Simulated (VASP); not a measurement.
# MgO (Fm-3m) in VASP: a series of runs

MgO is run at these levels: LDA; tasks: single point.

Program: VASP 6.6.1. These are calculated values, not measurements. Logs are shortened: lines on timing, memory, paths and dates and some standing lists are left out, and cuts for length are marked.

### Step 1. The cell of the first run

It takes space group Fm-3m (No. 225, cubic). Conventional cell: a = 4.252 Å, b = 4.252 Å, c = 4.252 Å, α = 90.00°, β = 90.00°, γ = 90.00°. Within 2.8 Å of Mg (site symmetry m-3m) lie 6 O at 2.13 Å. O (site symmetry m-3m) has 6 Mg at 2.13 Å within 2.8 Å.

### Step 2. Single point, LDA (9.61 Å³/atom)

Contents of INCAR:

```
PREC = Accurate
ENCUT = 840
EDIFF = 1E-6
ISMEAR = 0
SIGMA = 0.01
LREAL = F
LASPH = T
NELM = 120
ALGO = Normal
ISIF = 2
LWAVE = F
LCHARG = F
GGA = CA
NBANDS = 15
GGA_COMPAT = F
```

Contents of KPOINTS:

```
Automatic mesh
0
Gamma
  10 10 10
```

Contents of POSCAR:

```
MgO
1.0
    0.0000000000      2.1258429397      2.1258429397
    2.1258429397      0.0000000000      2.1258429397
    2.1258429397      2.1258429397      0.0000000000
Mg O
1 1
Direct
    0.0000000000      0.0000000000      0.0000000000
    0.5000000000      0.5000000000      0.5000000000
```

Potentials or basis: VASP PAW LDA potentials, release 64 (Mg_sv, O).

On the command line:

```
$ cat potpaw_LDA.64/Mg_sv/POTCAR potpaw_LDA.64/O/POTCAR > POTCAR
$ mpirun -np 1 vasp_std > vasp.out
```

OUTCAR:

```text
PREC = Accurate
   ENCUT = 840
   EDIFF = 1E-6
   ISMEAR = 0
   LREAL = F
   LASPH = T
   NELM = 120
   ISIF = 2
   GGA = CA

 ion  position               nearest neighbor table
   1  0.000  0.000  0.000-   2 2.13   2 2.13   2 2.13   2 2.13   2 2.13   2 2.13
   2  0.500  0.500  0.500-   1 2.13   1 2.13   1 2.13   1 2.13   1 2.13   1 2.13

  LATTYP: Found a face centered cubic cell.
 ALAT       =     4.2516858794

  Lattice vectors:

 A1 = (   0.0000000000,   2.1258429397,   2.1258429397)
 A2 = (   2.1258429397,   0.0000000000,   2.1258429397)
 A3 = (   2.1258429397,   2.1258429397,   0.0000000000)

Analysis of symmetry for initial positions (statically):
=====================================================================
 Subroutine PRICEL returns:
 Original cell was already a primitive cell.

 Routine SETGRP: Setting up the symmetry group for a
 face centered cubic supercell.

 Subroutine GETGRP returns: Found 48 space group operations
 (whereof 48 operations were pure point group operations)
 out of a pool of 48 trial point group operations.

The static configuration has the point symmetry O_h .

Analysis of symmetry for dynamics (positions and initial velocities):
=====================================================================
 Subroutine PRICEL returns:
 Original cell was already a primitive cell.

 Routine SETGRP: Setting up the symmetry group for a
 face centered cubic supercell.

 Subroutine GETGRP returns: Found 48 space group operations
 (whereof 48 operations were pure point group operations)
 out of a pool of 48 trial point group operations.

The dynamic configuration has the point symmetry O_h .

 Subroutine INISYM returns: Found 48 space group operations
 (whereof 48 operations are pure point group operations),
 and found     1 'primitive' translations

----------------------------------------------------------------------------------------

                                     Primitive cell

  volume of cell :      19.2143

  direct lattice vectors                    reciprocal lattice vectors
     0.000000000  2.125842940  2.125842940    -0.235200819  0.235200819  0.235200819
     2.125842940  0.000000000  2.125842940     0.235200819 -0.235200819  0.235200819
     2.125842940  2.125842940  0.000000000     0.235200819  0.235200819 -0.235200819

  length of vectors
     3.006395917  3.006395917  3.006395917     0.407379768  0.407379768  0.407379768

  position of ions in fractional coordinates (direct lattice)
     0.000000000  0.000000000  0.000000000
     0.500000000  0.500000000  0.500000000

  ion indices of the primitive-cell ions
   primitive index   ion index
                 1           1
                 2           2

----------------------------------------------------------------------------------------

 KPOINTS: Automatic mesh

Automatic generation of k-mesh.
 Grid dimensions read from file:
 generate k-points for:   10   10   10

 Generating k-lattice:

  Cartesian coordinates                     Fractional coordinates (reciprocal lattice)
    -0.023520082  0.023520082  0.023520082     0.100000000  0.000000000  0.000000000
     0.023520082 -0.023520082  0.023520082     0.000000000  0.100000000  0.000000000
     0.023520082  0.023520082 -0.023520082     0.000000000  0.000000000  0.100000000

  Length of vectors
     0.040737977  0.040737977  0.040737977

  Shift w.r.t. Gamma in fractional coordinates (k-lattice)
     0.000000000  0.000000000  0.000000000

 Subroutine IBZKPT returns following result:
 ===========================================

 Found     47 irreducible k-points:

 Following reciprocal coordinates:
            Coordinates               Weight
  0.000000  0.000000  0.000000      1.000000
  0.100000  0.000000  0.000000      8.000000
  0.200000  0.000000  0.000000      8.000000
  0.300000  0.000000  0.000000      8.000000
  0.400000  0.000000  0.000000      8.000000
  0.500000  0.000000  0.000000      4.000000
[... 16 lines left out ...]
  0.300000  0.300000  0.000000      6.000000
  0.400000  0.300000  0.000000     24.000000
 [... further k-points ...]
   k-points           NKPTS =     47   k-points in BZ     NKDIM =     47   number of bands    NBANDS=     15
   number of dos      NEDOS =    301   number of ions     NIONS =      2
   total plane-waves  NPLWV =  21952
   dimension x,y,z NGX =    28 NGY =   28 NGZ =   28
   dimension x,y,z NGXF=    56 NGYF=   56 NGZF=   56
   ions per type =               1   1
   NGX,Y,Z   is equivalent  to a cutoff of  15.48, 15.48, 15.48 a.u.
   NGXF,Y,Z  is equivalent  to a cutoff of  30.97, 30.97, 30.97 a.u.
 SYSTEM =  unknown system
   PREC   = accura    normal or accurate (medium, high low for compatibility)
   ISTART =      0    job   : 0-new  1-cont  2-samecut
   ICHARG =      2    charge: 1-file 2-atom 10-const
   ISPIN  =      1    spin polarized calculation?
   LNONCOLLINEAR =      F non collinear calculations
   LSORBIT =      F    spin-orbit coupling
   LASPH  =      T    aspherical Exc in radial PAW
   ENCUT  =  840.0 eV  61.74 Ry    7.86 a.u.   7.10  7.10  7.10*2*pi/ulx,y,z
   NELM   =    120;   NELMIN=  2; NELMDL= -5     # of ELM steps
   EDIFF  = 0.1E-05   stopping-criterion for ELM
   LREAL  =      F    real-space projection
   EDIFFG = 0.1E-04   stopping-criterion for IOM
   NSW    =      0    number of steps for IOM
   IBRION =     -1    ionic relax: 0-MD 1-quasi-New 2-CG
   NFREE  =      0    steps in history (QN), initial steepest desc. (CG)
   ISIF   =      2    stress and relaxation
   ISYM   =      2    0-nonsym 1-usesym 2-fastsym
   POTIM  = 0.5000    time-step for ionic-motion
   TEBEG  =    0.0;   TEEND  =   0.0 temperature during run
   PSTRESS=    0.0 pullay stress
   NELECT =      16.0000    total number of electrons
   NUPDOWN=      -1.0000    fix difference up-down
   EMIN   =  10.00;   EMAX   =-10.00  energy-range for DOS
   EFERMI =   0.00;   METHOD = LEGACY
   ISMEAR =     0;   SIGMA  =   0.01  broadening in eV -4-tet -1-fermi 0-gaus
   EFERMI_NEDOS =   21; number of points for ismear=-14 and -15
   IALGO  =     38    algorithm
   IMIX   =      4    mixing-type and parameters
     AMIX     =   0.40;   BMIX     =  1.00
     AMIX_MAG =   1.60;   BMIX_MAG =  1.00
  volume/ion in A,a.u.               =       9.61        64.83
  Fermi-wavevector in a.u.,A,eV,Ry     =   1.540188  2.910533 32.275443  2.372178
  Thomas-Fermi vector in A             =   2.646310
   LORBIT       =      0    0 simple, 1 ext, 2 COOP (PROOUT), +10 PAW based schemes
   GGA     = CA    functional components
   LHFCALC =     F    Hartree Fock is set to
   AEXX    =    0.0000 exact exchange contribution
   IVDW    =     0    specifies the selected vdW correction
   LEPSILON=     F    determine dielectric tensor
   LRPA    =     F    only Hartree local field effects (RPA)
 non-spin polarized calculation
 Gauss-broadening in eV      SIGMA  =   0.01
  energy-cutoff  :      840.00
  volume of cell :       19.21
 maximum number of plane-waves:      1073
   NGX = 15   NGY = 15   NGZ = 15

 number of electron      15.9999997 magnetization

 Free energy of the ion-electron system (eV)
  ---------------------------------------------------
  ext. energy  EPLUGINS =         0.00000000
  ---------------------------------------------------
  free energy    TOTEN  =       -13.20118357 eV

  energy without entropy =      -13.20118357  energy(sigma->0) =      -13.20118357

 E-fermi :   2.5510     XC(G=0): -11.7887

 val. band max:        2.3801473792   @ k =   0.0000   0.0000   0.0000
 cond. band min:       6.7807206267   @ k =   0.0000   0.0000   0.0000
 fundamental gap:      4.4005732474
 Fermi energy:         2.5510417653

 k-point     1 :       0.0000    0.0000    0.0000
  band No.  band energies     occupation
      1     -69.0511      2.00000
      2     -36.5152      2.00000
      3     -36.5152      2.00000
      4     -36.5152      2.00000
      5     -14.4612      2.00000
      6       2.3801      2.00000
      7       2.3801      2.00000
      8       2.3801      2.00000
      9       6.7807      0.00000
     10      17.7570      0.00000
     11      17.7570      0.00000
     12      17.7570      0.00000
     13      21.7102      0.00000
     14      23.3132      0.00000
     15      23.3132      0.00000

 k-point     2 :       0.1000    0.0000    0.0000
  band No.  band energies     occupation
      1     -69.0502      2.00000
      2     -36.5229      2.00000
      3     -36.5160      2.00000
      4     -36.5160      2.00000
      5     -14.3536      2.00000
      6       1.7267      2.00000
      7       2.3143      2.00000
      8       2.3143      2.00000
      9       7.4080      0.00000
     10      16.5396      0.00000
     11      17.9855      0.00000
     12      17.9855      0.00000
     13      22.5264      0.00000
     14      22.5264      0.00000
     15      23.2750      0.00000

 k-point     3 :       0.2000    0.0000    0.0000
  band No.  band energies     occupation
      1     -69.0482      2.00000
      2     -36.5434      2.00000
      3     -36.5181      2.00000
      4     -36.5181      2.00000
      5     -14.0580      2.00000
      6       0.4184      2.00000
      7       2.1475      2.00000
      8       2.1475      2.00000
      9       8.5876      0.00000
     10      15.0381      0.00000
     11      18.4275      0.00000
     12      18.4275      0.00000
     13      21.8249      0.00000
     14      21.8249      0.00000
     15      23.9086      0.00000
[... 343 lines left out ...]
 k-point    23 :       0.3000    0.3000    0.0000
  band No.  band energies     occupation
      1     -69.0437      2.00000
      2     -36.5623      2.00000
      3     -36.5330      2.00000
      4     -36.5330      2.00000
      5     -13.4689      2.00000
      6      -0.7293      2.00000
      7       1.4589      2.00000
      8       1.4589      2.00000
      9      10.8121      0.00000
     10      12.5348      0.00000
     11      16.2280      0.00000
     12      19.6858      0.00000
     13      19.6858      0.00000
     14      25.9073      0.00000
     15      28.8927      0.00000

 k-point    24 :       0.4000    0.3000    0.0000
  band No.  band energies     occupation
      1     -69.0421      2.00000
      2     -36.5724      2.00000
      3     -36.5382      2.00000
      4     -36.5359      2.00000
      5     -13.2247      2.00000
      6      -1.1417      2.00000
      7       1.0982      2.00000
      8       1.3147      2.00000
      9      11.5176      0.00000
     10      12.2590      0.00000
     11      15.4310      0.00000
     12      19.8914      0.00000
     13      20.0973      0.00000
     14      26.6071      0.00000
     15      28.5296      0.00000

 [... further k-points ...]

------------------------ aborting loop because EDIFF is reached ----------------------------------------

  FORCE on cell =-STRESS in cart. coord.  units (eV):
  Direction    XX          YY          ZZ          XY          YZ          ZX
  --------------------------------------------------------------------------------------
  -------------------------------------------------------------------------------------
  Total       -1.1418627     -1.1418627     -1.1418627     -0.0000000      0.0000000     -0.0000000
  in kB      -95.2140308    -95.2140308    -95.2140308     -0.0000000      0.0000000     -0.0000000
  external PRESSURE =     -95.2140308 kB  Pullay stress =       0.0000000 kB

 VOLUME and BASIS-vectors are now :
 -----------------------------------------------------------------------------
  energy-cutoff  :      840.00
  volume of cell :       19.21
      direct lattice vectors                 reciprocal lattice vectors
     0.000000000  2.125842940  2.125842940    -0.235200819  0.235200819  0.235200819
     2.125842940  0.000000000  2.125842940     0.235200819 -0.235200819  0.235200819
     2.125842940  2.125842940  0.000000000     0.235200819  0.235200819 -0.235200819

 POSITION                                       TOTAL-FORCE (eV/Angst)
 -----------------------------------------------------------------------------------
      0.00000      0.00000      0.00000         0.000000      0.000000      0.000000
      2.12584      2.12584      2.12584         0.000000      0.000000     -0.000000
 -----------------------------------------------------------------------------------
    total drift:                                0.000000      0.000000      0.000000

  FREE ENERGIE OF THE ION-ELECTRON SYSTEM (eV)
  ---------------------------------------------------
  free  energy   TOTEN  =       -13.2011835718 eV

  energy  without entropy=      -13.2011835718  energy(sigma->0) =      -13.20118357
```

It took 36 s on 1 thread of Intel Xeon Platinum 8259CL at 2.50GHz (Skylake/Cascade Lake), shared host; peak memory 0.15 GiB.

Results:

```
Free energy            : -13.2012 eV
Pressure               : -9.5 GPa
Band gap on the k mesh : 4.40 eV
```

Levels at points of the mesh, in eV from the valence-band top:
| k point | band 4 | band 5 | band 6 | band 7 | band 8 | band 9 | band 10 | band 11 | band 12 | band 13 |
| --- | --- | --- | --- | --- | --- | --- | --- | --- | --- | --- |
| (0.00, 0.00, 0.00) | -38.90 | -16.84 | 0.00 | 0.00 | 0.00 | 4.40 | 15.38 | 15.38 | 15.38 | 19.33 |
| (0.50, 0.00, 0.00) | -38.90 | -15.54 | -4.57 | -0.64 | -0.64 | 7.57 | 12.10 | 15.73 | 15.73 | 20.21 |
| (0.50, 0.50, 0.00) | -38.92 | -15.31 | -4.01 | -1.33 | -1.33 | 8.87 | 9.43 | 12.61 | 18.23 | 18.23 |

Caveat: the cell stands under tension.

(Continued in part 2 of 2.)
